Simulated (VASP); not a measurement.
# RbBr (I4/mmm) in VASP: a series of runs

Runs on RbBr. Level: PBEsol. Tasks: single point.

All numbers are computed with VASP 6.6.1; they aren't measurements. Logs are shortened: lines on timing, memory, paths and dates and some standing lists are left out, and cuts for length are marked.

### 1 The cell of the first run

The structure is tetragonal, space group I4/mmm (No. 139). The conventional cell has a = 4.847 Å, b = 4.847 Å, c = 6.786 Å, α = 90.00°, β = 90.00°, γ = 90.00°. Within 4.5 Å of Rb (site symmetry 4/mmm) lie 6 Br at 3.39 to 3.43 Å. Within 4.5 Å of Br (site symmetry 4/mmm) lie 6 Rb at 3.39 to 3.43 Å.

### 2 Single point, PBEsol (zz strain of -1 %)

INCAR reads:

```
SYSTEM = RbBr
PREC = Accurate ; ENCUT = 520
EDIFF = 1E-6 ; ISMEAR = -1
SIGMA = 0.03 ; LREAL = .FALSE.
LASPH = .TRUE. ; NELM = 60
ALGO = Normal ; ISIF = 2
LWAVE = .FALSE. ; LCHARG = .TRUE.
GGA = PS ; LELF = .TRUE.
LVHAR = .TRUE. ; NBANDS = 15
```

KPOINTS reads:

```
regular mesh
0
G
  7 7 7
  0 0 0
```

POSCAR reads:

```
RbBr
1.0
    0.0000000000      3.4275000000      3.3932250000
    3.4275000000      0.0000000000      3.3932250000
    3.4275000000      3.4275000000      0.0000000000
Rb Br
1 1
Direct
    0.0000000000      0.0000000000      0.0000000000
    0.5000000000      0.5000000000      0.5000000000
```

Potentials or basis: VASP PAW PBE potentials, release 64 (Rb_sv, Br).

Run with:

```sh
$ cat potpaw_PBE.64/Rb_sv/POTCAR potpaw_PBE.64/Br/POTCAR > POTCAR
$ mpirun -np 1 vasp_std > vasp.out
```

OUTCAR:

```text
SYSTEM = RbBr
   PREC = Accurate
   ENCUT = 520
   EDIFF = 1E-6
   ISMEAR = -1
   LREAL = .FALSE.
   LASPH = .TRUE.
   NELM = 60
   ISIF = 2
   GGA = PS

 ion  position               nearest neighbor table
   1  0.000  0.000  0.000-   2 3.39   2 3.39   2 3.43   2 3.43   2 3.43   2 3.43
   2  0.500  0.500  0.500-   1 3.39   1 3.39   1 3.43   1 3.43   1 3.43   1 3.43

  LATTYP: Found a body centered tetragonal cell.
 ALAT       =     4.8472169850
 C/A-ratio  =     1.4000714267

  Lattice vectors:

 A1 = (   0.0000000000,  -3.4275000000,  -3.3932250000)
 A2 = (   0.0000000000,   3.4275000000,  -3.3932250000)
 A3 = (   3.4275000000,   0.0000000000,   3.3932250000)

Analysis of symmetry for initial positions (statically):
=====================================================================
 Subroutine PRICEL returns:
 Original cell was already a primitive cell.

 Routine SETGRP: Setting up the symmetry group for a
 body centered tetragonal supercell.

 Subroutine GETGRP returns: Found 16 space group operations
 (whereof 16 operations were pure point group operations)
 out of a pool of 16 trial point group operations.

The static configuration has the point symmetry D_4h.

Analysis of symmetry for dynamics (positions and initial velocities):
=====================================================================
 Subroutine PRICEL returns:
 Original cell was already a primitive cell.

 Routine SETGRP: Setting up the symmetry group for a
 body centered tetragonal supercell.

 Subroutine GETGRP returns: Found 16 space group operations
 (whereof 16 operations were pure point group operations)
 out of a pool of 16 trial point group operations.

The dynamic configuration has the point symmetry D_4h.

 Subroutine INISYM returns: Found 16 space group operations
 (whereof 16 operations are pure point group operations),
 and found     1 'primitive' translations

----------------------------------------------------------------------------------------

                                     Primitive cell

  volume of cell :      79.7256

  direct lattice vectors                    reciprocal lattice vectors
     0.000000000  3.427500000  3.393225000    -0.145878920  0.145878920  0.147352445
     3.427500000  0.000000000  3.393225000     0.145878920 -0.145878920  0.147352445
     3.427500000  3.427500000  0.000000000     0.145878920  0.145878920 -0.147352445

  length of vectors
     4.823041794  4.823041794  4.847216985     0.253523297  0.253523297  0.253523297

  position of ions in fractional coordinates (direct lattice)
     0.000000000  0.000000000  0.000000000
     0.500000000  0.500000000  0.500000000

  ion indices of the primitive-cell ions
   primitive index   ion index
                 1           1
                 2           2

----------------------------------------------------------------------------------------

 KPOINTS: regular mesh

Automatic generation of k-mesh.
 Grid dimensions read from file:
 generate k-points for:    7    7    7

 Generating k-lattice:

  Cartesian coordinates                     Fractional coordinates (reciprocal lattice)
    -0.020839846  0.020839846  0.021050349     0.142857143  0.000000000  0.000000000
     0.020839846 -0.020839846  0.021050349     0.000000000  0.142857143  0.000000000
     0.020839846  0.020839846 -0.021050349     0.000000000  0.000000000  0.142857143

  Length of vectors
     0.036217614  0.036217614  0.036217614

  Shift w.r.t. Gamma in fractional coordinates (k-lattice)
     0.000000000  0.000000000  0.000000000

 Subroutine IBZKPT returns following result:
 ===========================================

 Found     40 irreducible k-points:

 Following reciprocal coordinates:
            Coordinates               Weight
  0.000000  0.000000  0.000000      1.000000
  0.142857  0.000000  0.000000      8.000000
  0.285714  0.000000  0.000000      8.000000
  0.428571  0.000000  0.000000      8.000000
  0.142857  0.142857  0.000000      2.000000
  0.285714  0.142857  0.000000      8.000000
[... 16 lines left out ...]
  0.428571  0.285714  0.142857      8.000000
 -0.428571  0.285714  0.142857     16.000000
 [... further k-points ...]
   k-points           NKPTS =     40   k-points in BZ     NKDIM =     40   number of bands    NBANDS=     15
   number of dos      NEDOS =    301   number of ions     NIONS =      2
   total plane-waves  NPLWV =  46656
   dimension x,y,z NGX =    36 NGY =   36 NGZ =   36
   dimension x,y,z NGXF=    72 NGYF=   72 NGZF=   72
   ions per type =               1   1
   NGX,Y,Z   is equivalent  to a cutoff of  12.41, 12.41, 12.35 a.u.
   NGXF,Y,Z  is equivalent  to a cutoff of  24.82, 24.82, 24.69 a.u.
 SYSTEM =  RbBr
   PREC   = accura    normal or accurate (medium, high low for compatibility)
   ISTART =      0    job   : 0-new  1-cont  2-samecut
   ICHARG =      2    charge: 1-file 2-atom 10-const
   ISPIN  =      1    spin polarized calculation?
   LNONCOLLINEAR =      F non collinear calculations
   LSORBIT =      F    spin-orbit coupling
   LASPH  =      T    aspherical Exc in radial PAW
   ENCUT  =  520.0 eV  38.22 Ry    6.18 a.u.   8.97  8.97  9.01*2*pi/ulx,y,z
   NELM   =     60;   NELMIN=  2; NELMDL= -5     # of ELM steps
   EDIFF  = 0.1E-05   stopping-criterion for ELM
   LREAL  =      F    real-space projection
   EDIFFG = 0.1E-04   stopping-criterion for IOM
   NSW    =      0    number of steps for IOM
   IBRION =     -1    ionic relax: 0-MD 1-quasi-New 2-CG
   NFREE  =      0    steps in history (QN), initial steepest desc. (CG)
   ISIF   =      2    stress and relaxation
   ISYM   =      2    0-nonsym 1-usesym 2-fastsym
   POTIM  = 0.5000    time-step for ionic-motion
   TEBEG  =    0.0;   TEEND  =   0.0 temperature during run
   PSTRESS=    0.0 pullay stress
   NELECT =      16.0000    total number of electrons
   NUPDOWN=      -1.0000    fix difference up-down
   EMIN   =  10.00;   EMAX   =-10.00  energy-range for DOS
   EFERMI =   0.00;   METHOD = LEGACY
   ISMEAR =    -1;   SIGMA  =   0.03  broadening in eV -4-tet -1-fermi 0-gaus
   EFERMI_NEDOS =   21; number of points for ismear=-14 and -15
   IALGO  =     38    algorithm
   IMIX   =      4    mixing-type and parameters
     AMIX     =   0.40;   BMIX     =  1.00
     AMIX_MAG =   1.60;   BMIX_MAG =  1.00
  volume/ion in A,a.u.               =      39.86       269.01
  Fermi-wavevector in a.u.,A,eV,Ry     =   0.958478  1.811261 12.499410  0.918681
  Thomas-Fermi vector in A             =   2.087589
   LORBIT       =      0    0 simple, 1 ext, 2 COOP (PROOUT), +10 PAW based schemes
   GGA     = PS    functional components
   LHFCALC =     F    Hartree Fock is set to
   AEXX    =    0.0000 exact exchange contribution
   IVDW    =     0    specifies the selected vdW correction
   LEPSILON=     F    determine dielectric tensor
   LRPA    =     F    only Hartree local field effects (RPA)
 non-spin polarized calculation
  energy-cutoff  :      520.00
  volume of cell :       79.73
 maximum number of plane-waves:      2162
   NGX = 17   NGY = 17   NGZ = 17

 number of electron      16.0000000 magnetization

 Free energy of the ion-electron system (eV)
  ---------------------------------------------------
  ext. energy  EPLUGINS =         0.00000000
  ---------------------------------------------------
  free energy    TOTEN  =        -6.35463618 eV

  energy without entropy =       -6.35463618  energy(sigma->0) =       -6.35463618

 E-fermi :  -1.1099     XC(G=0):  -7.4454

 val. band max:       -1.8005805358   @ k =   0.0000   0.0000   0.0000
 cond. band min:       2.4241079208   @ k =   0.0000   0.0000   0.0000
 fundamental gap:      4.2246884566
 Fermi energy:        -1.1098583324

 k-point     1 :       0.0000    0.0000    0.0000
  band No.  band energies     occupation
      1     -26.1442      2.00000
      2     -14.0123      2.00000
      3     -10.2347      2.00000
      4     -10.2319      2.00000
      5     -10.2319      2.00000
      6      -1.8132      2.00000
      7      -1.8132      2.00000
      8      -1.8006      2.00000
      9       2.4241      0.00000
     10       5.3710      0.00000
     11       5.3710      0.00000
     12       5.4345      0.00000
     13       6.2640      0.00000
     14       6.3177      0.00000
     15       9.0157      0.00000

 k-point     2 :       0.1429    0.0000    0.0000
  band No.  band energies     occupation
      1     -26.1423      2.00000
      2     -14.0207      2.00000
      3     -10.2348      2.00000
      4     -10.2338      2.00000
      5     -10.2236      2.00000
      6      -2.0568      2.00000
      7      -1.8879      2.00000
      8      -1.8816      2.00000
      9       2.9207      0.00000
     10       5.2669      0.00000
     11       5.6193      0.00000
     12       5.6590      0.00000
     13       6.5706      0.00000
     14       6.6297      0.00000
     15       9.7921      0.00000

 k-point     3 :       0.2857    0.0000    0.0000
  band No.  band energies     occupation
      1     -26.1379      2.00000
      2     -14.0396      2.00000
      3     -10.2382      2.00000
      4     -10.2372      2.00000
      5     -10.2028      2.00000
      6      -2.5066      2.00000
      7      -2.0463      2.00000
      8      -2.0444      2.00000
      9       3.9948      0.00000
     10       5.2923      0.00000
     11       6.3247      0.00000
     12       6.3544      0.00000
     13       7.3822      0.00000
     14       7.4550      0.00000
     15      10.2221      0.00000
[... 343 lines left out ...]
 k-point    23 :       0.4286    0.2857    0.1429
  band No.  band energies     occupation
      1     -26.1349      2.00000
      2     -14.0215      2.00000
      3     -10.2990      2.00000
      4     -10.2572      2.00000
      5     -10.2253      2.00000
      6      -2.5462      2.00000
      7      -2.0997      2.00000
      8      -2.0063      2.00000
      9       4.5247      0.00000
     10       4.6223      0.00000
     11       7.1010      0.00000
     12       7.1253      0.00000
     13       7.5073      0.00000
     14       7.9996      0.00000
     15       9.4167      0.00000

 k-point    24 :      -0.4286    0.2857    0.1429
  band No.  band energies     occupation
      1     -26.1324      2.00000
      2     -14.0145      2.00000
      3     -10.3209      2.00000
      4     -10.2965      2.00000
      5     -10.2185      2.00000
      6      -2.5547      2.00000
      7      -2.1728      2.00000
      8      -2.1222      2.00000
      9       4.9343      0.00000
     10       5.3528      0.00000
     11       6.7617      0.00000
     12       7.4012      0.00000
     13       8.0009      0.00000
     14       8.5744      0.00000
     15       9.2355      0.00000

 [... further k-points ...]

------------------------ aborting loop because EDIFF is reached ----------------------------------------

  FORCE on cell =-STRESS in cart. coord.  units (eV):
  Direction    XX          YY          ZZ          XY          YZ          ZX
  --------------------------------------------------------------------------------------
  -------------------------------------------------------------------------------------
  Total        0.0052867      0.0052867      0.1617834      0.0000000      0.0000000      0.0000000
  in kB        0.1062427      0.1062427      3.2512254      0.0000000      0.0000000      0.0000000
  external PRESSURE =       1.1545703 kB  Pullay stress =       0.0000000 kB

 VOLUME and BASIS-vectors are now :
 -----------------------------------------------------------------------------
  energy-cutoff  :      520.00
  volume of cell :       79.73
      direct lattice vectors                 reciprocal lattice vectors
     0.000000000  3.427500000  3.393225000    -0.145878920  0.145878920  0.147352445
     3.427500000  0.000000000  3.393225000     0.145878920 -0.145878920  0.147352445
     3.427500000  3.427500000  0.000000000     0.145878920  0.145878920 -0.147352445

 POSITION                                       TOTAL-FORCE (eV/Angst)
 -----------------------------------------------------------------------------------
      0.00000      0.00000      0.00000         0.000000      0.000000     -0.000000
      3.42750      3.42750      3.39323        -0.000000     -0.000000      0.000000
 -----------------------------------------------------------------------------------
    total drift:                                0.000000      0.000000      0.000000

  FREE ENERGIE OF THE ION-ELECTRON SYSTEM (eV)
  ---------------------------------------------------
  free  energy   TOTEN  =        -6.3546361817 eV

  energy  without entropy=       -6.3546361817  energy(sigma->0) =       -6.35463618
```

It took 40 s on 1 thread of Intel Xeon 6975P-C, shared host; peak memory 0.22 GiB.

What came out:

```yaml
Free_energy: -6.3546 eV
Pressure: 0.1 GPa
Band_gap_on_the_k_mesh: 4.22 eV, direct
```

Stress tensor (GPa, compression positive):
```
0.01 0.00 0.00
0.00 0.01 0.00
0.00 0.00 0.33
```

Caveat: the cell differs from its parent crystal (zz strain of -1 %); the PAW data sets were made with another functional, which shifts forces and pressure a little. A k mesh can miss the band edges.

### 3 Single point, PBEsol (zz strain of +1 %)

INCAR reads:

```
ALGO = Normal ; EDIFF = 1E-6
ENCUT = 520 ; GGA = PS
ISIF = 2 ; ISMEAR = -1
LASPH = T ; LCHARG = F
LREAL = F ; LWAVE = F
NBANDS = 15 ; NELM = 60
PREC = Accurate ; SIGMA = 0.03
```

KPOINTS reads:

```
k-points
0
Gamma
  7 7 7
```

POSCAR reads:

```
RbBr
1.0
    0.0000000000      3.4275000000      3.4617750000
    3.4275000000      0.0000000000      3.4617750000
    3.4275000000      3.4275000000      0.0000000000
Rb Br
1 1
Direct
    0.0000000000      0.0000000000      0.0000000000
    0.5000000000      0.5000000000      0.5000000000
```

Potentials or basis: VASP PAW PBE potentials, release 64 (Rb_sv, Br).

Run with:

```sh
$ cat potpaw_PBE.64/Rb_sv/POTCAR potpaw_PBE.64/Br/POTCAR > POTCAR
$ mpirun -np 1 vasp_std > vasp.out
```

Wall time 40 s (1 thread of Intel Xeon 6975P-C, shared host); peak memory 0.22 GiB.

It converged, with:

- Free energy: -6.3545 eV
- Pressure: -0.2 GPa
- Band gap on the k mesh: 4.18 eV, direct

Stress tensor (GPa, compression positive):
```
-0.07  0.00  0.00
 0.00 -0.07  0.00
 0.00  0.00 -0.34
```

Levels at points of the mesh, in eV from the valence-band top:
```csv
k point,band 5,band 6,band 7,band 8,band 9,band 10,band 11,band 12
"(0.00, 0.00, 0.00)",-8.47,-0.01,0.00,0.00,4.18,7.15,7.22,7.22
```

Caveat: the cell differs from its parent crystal (zz strain of +1 %); the PAW data sets were made with another functional, which shifts forces and pressure a little.

### 4 Single point, PBEsol (zz strain of +2 %)

INCAR reads:

```
ALGO = Normal ; EDIFF = 1E-6
ENCUT = 520 ; GGA = PS
ISIF = 2 ; ISMEAR = -1
LASPH = True ; LCHARG = False
LREAL = False ; LWAVE = False
NBANDS = 15 ; NELM = 100
PREC = Accurate ; SIGMA = 0.03
```

KPOINTS is that of step 3.

POSCAR reads:

```
RbBr
1.0
    0.0000000000      3.4275000000      3.4960500000
    3.4275000000      0.0000000000      3.4960500000
    3.4275000000      3.4275000000      0.0000000000
Rb Br
1 1
Direct
    0.0000000000      0.0000000000      0.0000000000
    0.5000000000      0.5000000000      0.5000000000
```

Run with:

```sh
$ cat potpaw_PBE.64/Rb_sv/POTCAR potpaw_PBE.64/Br/POTCAR > POTCAR
$ mpirun -np 1 vasp_std > vasp.out
```

Run time: 36 s. Hardware: 1 thread of Intel Xeon 6975P-C, shared host; peak memory 0.22 GiB.

The run converged. Its results:

```yaml
Free_energy: -6.3522 eV
Pressure: -0.3 GPa
Band_gap_on_the_k_mesh: 4.16 eV, direct
```

Stress tensor (GPa, compression positive):
```
-0.11  0.00  0.00
 0.00 -0.11  0.00
 0.00  0.00 -0.60
```

Levels at points of the mesh, in eV from the valence-band top:
```tsv
k point	band 6	band 7	band 8	band 9	band 10	band 11
(0.00, 0.00, 0.00)	-0.02	0.00	0.00	4.16	7.11	7.23
```

Caveat: the cell differs from its parent crystal (zz strain of +2 %); the PAW data sets were made with another functional, which shifts forces and pressure a little. A k mesh can miss the band edges.

### 5 Overview

| cell | gap on the mesh (eV) | pressure (GPa) |
| --- | --- | --- |
| a = 4.823, b = 4.823, c = 4.847 Å, angles 59.8, 59.8, 60.3°, 2 atoms | 4.22 | 0.1 |
| a = 4.872, b = 4.872, c = 4.847 Å, angles 60.2, 60.2, 59.7°, 2 atoms | 4.18 | -0.2 |
| a = 4.896, b = 4.896, c = 4.847 Å, angles 60.3, 60.3, 59.3°, 2 atoms | 4.16 | -0.3 |

Alike in all rows: task single point; level PBEsol; potentials or basis VASP PAW PBE potentials, release 64 (Rb_sv, Br); no spin polarisation; k mesh 7 × 7 × 7; cutoff (eV) 520; smearing fermi-dirac 0.03 eV.

Caveats: the PAW data sets were made with another functional, which shifts forces and pressure a little.

Absolute energies hang on the potentials; compare differences alone.
